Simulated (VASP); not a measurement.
# GaSb (I-4m2) in VASP: single point with PBE

Aim: the single point of GaSb with PBE.

Program: VASP 6.6.1. These are calculated values, not measurements. Logs are shortened: lines on timing, memory, paths and dates and some standing lists are left out, and cuts for length are marked.

## (1) The cell of the first run

Symmetry: I-4m2, No. 119, tetragonal system. Conventional cell: a = 4.394 Å, b = 4.394 Å, c = 6.369 Å, α = 90.00°, β = 90.00°, γ = 90.00°. Within 3.6 Å of Ga (site symmetry -4m2) lie 4 Sb at 2.71 Å. Within 3.6 Å of Sb (site symmetry -4m2) lie 4 Ga at 2.71 Å.

## (2) Single point, PBE (strain +0.0250 x Voigt [1, 0, 0, 0, 0, 0])

Contents of INCAR:

```
SYSTEM = GaSb
PREC = Accurate
ENCUT = 520
EDIFF = 1E-6
ISMEAR = 0
SIGMA = 0.15
LREAL = .False.
LASPH = .True.
NELM = 100
ALGO = Normal
ISIF = 2
LWAVE = .False.
LCHARG = .False.
GGA = PE
NBANDS = 16
```

Contents of KPOINTS:

```
regular mesh
0
Gamma
  16 16 16
  0 0 0
```

Contents of POSCAR:

```
GaSb
1.0
    0.0000000000      3.1069206316      3.1069206316
    3.1845936474      0.0000000000      3.1069206316
    3.1845936474      3.1069206316      0.0000000000
Ga Sb
1 1
Direct
    0.0000000000      0.0000000000      0.0000000000
    0.7500000000      0.7500000000      0.7500000000
```

Potentials or basis: VASP PAW PBE potentials, release 64 (Ga_d, Sb).

Command:

```sh
> cat potpaw_PBE.64/Ga_d/POTCAR potpaw_PBE.64/Sb/POTCAR > POTCAR
> mpirun -np 1 vasp_std > vasp.out
```

OUTCAR:

```text
SYSTEM = GaSb
   PREC = Accurate
   ENCUT = 520
   EDIFF = 1E-6
   ISMEAR = 0
   LREAL = .False.
   LASPH = .True.
   NELM = 100
   ISIF = 2
   GGA = PE

 ion  position               nearest neighbor table
   1  0.000  0.000  0.000-   2 2.71   2 2.71   2 2.71   2 2.71
   2  0.750  0.750  0.750-   1 2.71   1 2.71   1 2.71   1 2.71

  LATTYP: Found a body centered tetragonal cell.
 ALAT       =     4.3938492944
 C/A-ratio  =     1.4495689014

  Lattice vectors:

 A1 = (   3.1845936474,   0.0000000000,   3.1069206316)
 A2 = (   3.1845936474,   0.0000000000,  -3.1069206316)
 A3 = (  -3.1845936474,   3.1069206316,   0.0000000000)

Analysis of symmetry for initial positions (statically):
=====================================================================
 Subroutine PRICEL returns:
 Original cell was already a primitive cell.

 Routine SETGRP: Setting up the symmetry group for a
 body centered tetragonal supercell.

 Subroutine GETGRP returns: Found  8 space group operations
 (whereof  8 operations were pure point group operations)
 out of a pool of 16 trial point group operations.

The static configuration has the point symmetry D_2d.

Analysis of symmetry for dynamics (positions and initial velocities):
=====================================================================
 Subroutine PRICEL returns:
 Original cell was already a primitive cell.

 Routine SETGRP: Setting up the symmetry group for a
 body centered tetragonal supercell.

 Subroutine GETGRP returns: Found  8 space group operations
 (whereof  8 operations were pure point group operations)
 out of a pool of 16 trial point group operations.

The dynamic configuration has the point symmetry D_2d.

 Subroutine INISYM returns: Found  8 space group operations
 (whereof  8 operations are pure point group operations),
 and found     1 'primitive' translations

----------------------------------------------------------------------------------------

                                     Primitive cell

  volume of cell :      61.4815

  direct lattice vectors                    reciprocal lattice vectors
     0.000000000  3.106920632  3.106920632    -0.157005903  0.160931050  0.160931050
     3.184593647  0.000000000  3.106920632     0.157005903 -0.160931050  0.160931050
     3.184593647  3.106920632  0.000000000     0.157005903  0.160931050 -0.160931050

  length of vectors
     4.393849294  4.449111429  4.449111429     0.276493145  0.276493145  0.276493145

  position of ions in fractional coordinates (direct lattice)
     0.000000000  0.000000000  0.000000000
     0.750000000  0.750000000  0.750000000

  ion indices of the primitive-cell ions
   primitive index   ion index
                 1           1
                 2           2

----------------------------------------------------------------------------------------

 KPOINTS: regular mesh

Automatic generation of k-mesh.
 Grid dimensions read from file:
 generate k-points for:   16   16   16

 Generating k-lattice:

  Cartesian coordinates                     Fractional coordinates (reciprocal lattice)
    -0.009812869  0.010058191  0.010058191     0.062500000  0.000000000  0.000000000
     0.009812869 -0.010058191  0.010058191     0.000000000  0.062500000  0.000000000
     0.009812869  0.010058191 -0.010058191     0.000000000  0.000000000  0.062500000

  Length of vectors
     0.017280822  0.017280822  0.017280822

  Shift w.r.t. Gamma in fractional coordinates (k-lattice)
     0.000000000  0.000000000  0.000000000

 Subroutine IBZKPT returns following result:
 ===========================================

 Found    349 irreducible k-points:

 Following reciprocal coordinates:
            Coordinates               Weight
  0.000000  0.000000  0.000000      1.000000
  0.062500  0.000000  0.000000      8.000000
  0.125000  0.000000  0.000000      8.000000
  0.187500  0.000000  0.000000      8.000000
  0.250000  0.000000  0.000000      8.000000
  0.312500  0.000000  0.000000      8.000000
[... 16 lines left out ...]
 -0.125000  0.062500 -0.000000     16.000000
 -0.062500  0.062500  0.000000      8.000000
 [... further k-points ...]
   k-points           NKPTS =    349   k-points in BZ     NKDIM =    349   number of bands    NBANDS=     16
   number of dos      NEDOS =    301   number of ions     NIONS =      2
   total plane-waves  NPLWV =  46656
   dimension x,y,z NGX =    36 NGY =   36 NGZ =   36
   dimension x,y,z NGXF=    72 NGYF=   72 NGZF=   72
   ions per type =               1   1
   NGX,Y,Z   is equivalent  to a cutoff of  13.62, 13.45, 13.45 a.u.
   NGXF,Y,Z  is equivalent  to a cutoff of  27.24, 26.90, 26.90 a.u.
 SYSTEM =  GaSb
   PREC   = accura    normal or accurate (medium, high low for compatibility)
   ISTART =      0    job   : 0-new  1-cont  2-samecut
   ICHARG =      2    charge: 1-file 2-atom 10-const
   ISPIN  =      1    spin polarized calculation?
   LNONCOLLINEAR =      F non collinear calculations
   LSORBIT =      F    spin-orbit coupling
   LASPH  =      T    aspherical Exc in radial PAW
   ENCUT  =  520.0 eV  38.22 Ry    6.18 a.u.   8.17  8.27  8.27*2*pi/ulx,y,z
   NELM   =    100;   NELMIN=  2; NELMDL= -5     # of ELM steps
   EDIFF  = 0.1E-05   stopping-criterion for ELM
   LREAL  =      F    real-space projection
   EDIFFG = 0.1E-04   stopping-criterion for IOM
   NSW    =      0    number of steps for IOM
   IBRION =     -1    ionic relax: 0-MD 1-quasi-New 2-CG
   NFREE  =      0    steps in history (QN), initial steepest desc. (CG)
   ISIF   =      2    stress and relaxation
   ISYM   =      2    0-nonsym 1-usesym 2-fastsym
   POTIM  = 0.5000    time-step for ionic-motion
   TEBEG  =    0.0;   TEEND  =   0.0 temperature during run
   PSTRESS=    0.0 pullay stress
   NELECT =      18.0000    total number of electrons
   NUPDOWN=      -1.0000    fix difference up-down
   EMIN   =  10.00;   EMAX   =-10.00  energy-range for DOS
   EFERMI =   0.00;   METHOD = LEGACY
   ISMEAR =     0;   SIGMA  =   0.15  broadening in eV -4-tet -1-fermi 0-gaus
   EFERMI_NEDOS =   21; number of points for ismear=-14 and -15
   IALGO  =     38    algorithm
   IMIX   =      4    mixing-type and parameters
     AMIX     =   0.40;   BMIX     =  1.00
     AMIX_MAG =   1.60;   BMIX_MAG =  1.00
  volume/ion in A,a.u.               =      30.74       207.45
  Fermi-wavevector in a.u.,A,eV,Ry     =   1.087053  2.054233 16.077802  1.181685
  Thomas-Fermi vector in A             =   2.223204
   LORBIT       =      0    0 simple, 1 ext, 2 COOP (PROOUT), +10 PAW based schemes
   GGA     = PE    functional components
   LHFCALC =     F    Hartree Fock is set to
   AEXX    =    0.0000 exact exchange contribution
   IVDW    =     0    specifies the selected vdW correction
   LEPSILON=     F    determine dielectric tensor
   LRPA    =     F    only Hartree local field effects (RPA)
 non-spin polarized calculation
 Gauss-broadening in eV      SIGMA  =   0.15
  energy-cutoff  :      520.00
  volume of cell :       61.48
 maximum number of plane-waves:      1688
 NGX is ok and might be reduce to    36
   NGX = 17   NGY = 17   NGZ = 17

 number of electron      17.9999998 magnetization

 Free energy of the ion-electron system (eV)
  ---------------------------------------------------
  ext. energy  EPLUGINS =         0.00000000
  ---------------------------------------------------
  free energy    TOTEN  =        -7.36606583 eV

  energy without entropy =       -7.36575982  energy(sigma->0) =       -7.36591282

 E-fermi :   4.2925     XC(G=0):  -8.7825

 val. band max:        4.2135032938   @ k =   0.0000   0.0000   0.0000
 cond. band min:       4.4246654739   @ k =   0.5000   0.0000   0.0000
 fundamental gap:      0.2111621801
 Fermi energy:         4.2924616547

 k-point     1 :       0.0000    0.0000    0.0000
  band No.  band energies     occupation
      1     -10.7426      2.00000
      2     -10.7390      2.00000
      3     -10.7390      2.00000
      4     -10.7024      2.00000
      5     -10.6988      2.00000
      6      -6.8347      2.00000
[... 8 lines left out ...]
     15      12.4173      0.00000
     16      12.8192      0.00000

 k-point     2 :       0.0625    0.0000    0.0000
  band No.  band energies     occupation
      1     -10.7426      2.00000
      2     -10.7393      2.00000
      3     -10.7386      2.00000
      4     -10.7024      2.00000
      5     -10.6988      2.00000
      6      -6.7979      2.00000
[... 8 lines left out ...]
     15      12.1287      0.00000
     16      12.4824      0.00000

 k-point     3 :       0.1250    0.0000    0.0000
  band No.  band energies     occupation
      1     -10.7438      2.00000
      2     -10.7393      2.00000
      3     -10.7376      2.00000
      4     -10.7026      2.00000
      5     -10.6988      2.00000
      6      -6.6886      2.00000
[... 8 lines left out ...]
     15      11.7582      0.00000
     16      12.0419      0.00000

 k-point     4 :       0.1875    0.0000    0.0000
  band No.  band energies     occupation
      1     -10.7467      2.00000
      2     -10.7382      2.00000
      3     -10.7361      2.00000
      4     -10.7027      2.00000
      5     -10.6989      2.00000
      6      -6.5114      2.00000
[... 8 lines left out ...]
     15      11.5882      0.00000
     16      11.7694      0.00000
[... 324 lines left out ...]
 k-point    22 :      -0.1875    0.0625    0.0000
  band No.  band energies     occupation
      1     -10.7490      2.00000
      2     -10.7374      2.00000
      3     -10.7348      2.00000
      4     -10.7026      2.00000
      5     -10.6990      2.00000
      6      -6.4089      2.00000
[... 8 lines left out ...]
     15      11.4307      0.00000
     16      12.0572      0.00000

 k-point    23 :      -0.1250    0.0625   -0.0000
  band No.  band energies     occupation
      1     -10.7458      2.00000
      2     -10.7386      2.00000
      3     -10.7364      2.00000
      4     -10.7025      2.00000
      5     -10.6990      2.00000
      6      -6.6059      2.00000
[... 8 lines left out ...]
     15      11.3485      0.00000
     16      11.9466      0.00000

 k-point    24 :      -0.0625    0.0625    0.0000
  band No.  band energies     occupation
      1     -10.7437      2.00000
      2     -10.7392      2.00000
      3     -10.7377      2.00000
      4     -10.7024      2.00000
      5     -10.6989      2.00000
      6      -6.7375      2.00000
[... 8 lines left out ...]
     15      11.6830      0.00000
     16      12.2552      0.00000

 [... further k-points ...]
[... 5 lines left out ...]
  --------------------------------------------------------------------------------------
  -------------------------------------------------------------------------------------
  Total       -0.6448488     -0.2413017     -0.2413017     -0.0000000      0.0000000     -0.0000000
  in kB      -16.8044425     -6.2882043     -6.2882043     -0.0000000      0.0000000     -0.0000000
  external PRESSURE =      -9.7936170 kB  Pullay stress =       0.0000000 kB

 VOLUME and BASIS-vectors are now :
 -----------------------------------------------------------------------------
  energy-cutoff  :      520.00
  volume of cell :       61.48
      direct lattice vectors                 reciprocal lattice vectors
     0.000000000  3.106920632  3.106920632    -0.157005903  0.160931050  0.160931050
     3.184593647  0.000000000  3.106920632     0.157005903 -0.160931050  0.160931050
     3.184593647  3.106920632  0.000000000     0.157005903  0.160931050 -0.160931050

 POSITION                                       TOTAL-FORCE (eV/Angst)
 -----------------------------------------------------------------------------------
      0.00000      0.00000      0.00000         0.000000      0.000000      0.000000
      4.77689      4.66038      4.66038        -0.000000     -0.000000     -0.000000
 -----------------------------------------------------------------------------------
    total drift:                               -0.000001     -0.000001     -0.000001

  FREE ENERGIE OF THE ION-ELECTRON SYSTEM (eV)
  ---------------------------------------------------
  free  energy   TOTEN  =        -7.3660658266 eV

  energy  without entropy=       -7.3657598217  energy(sigma->0) =       -7.36591282
```

Wall time 3 min (1 thread of Intel Xeon 6975P-C (Granite Rapids), shared host); peak memory 0.48 GiB.

What came out:

```
Free energy            : -7.3661 eV
Pressure               : -1.0 GPa
Band gap on the k mesh : zero (filled and empty bands touch)
```

Levels at points of the mesh, in eV from the Fermi level:
| k point | band 7 | band 8 | band 9 | band 10 | band 11 | band 12 |
| --- | --- | --- | --- | --- | --- | --- |
| (0.00, 0.00, 0.00) | -0.59 | -0.22 | -0.08 | -0.08 | 2.65 | 2.65 |
| (0.50, 0.00, 0.00) | -6.16 | -1.26 | -1.08 | 0.13 | 3.57 | 3.68 |
| (0.50, 0.50, 0.00) | -6.59 | -2.51 | -2.49 | 0.79 | 1.21 | 8.07 |
| (0.00, 0.50, 0.50) | -6.69 | -2.37 | -2.37 | 0.97 | 1.35 | 8.08 |

Caveat: the cell differs from its parent crystal (strain +0.0250 x Voigt [1, 0, 0, 0, 0, 0]); semilocal functionals underestimate gaps, and a narrow one can read as zero; spin-orbit coupling is left out, which moves the levels of the heavy elements.

The gap in the log of VASP goes by the Fermi energy; the results here count the filled bands.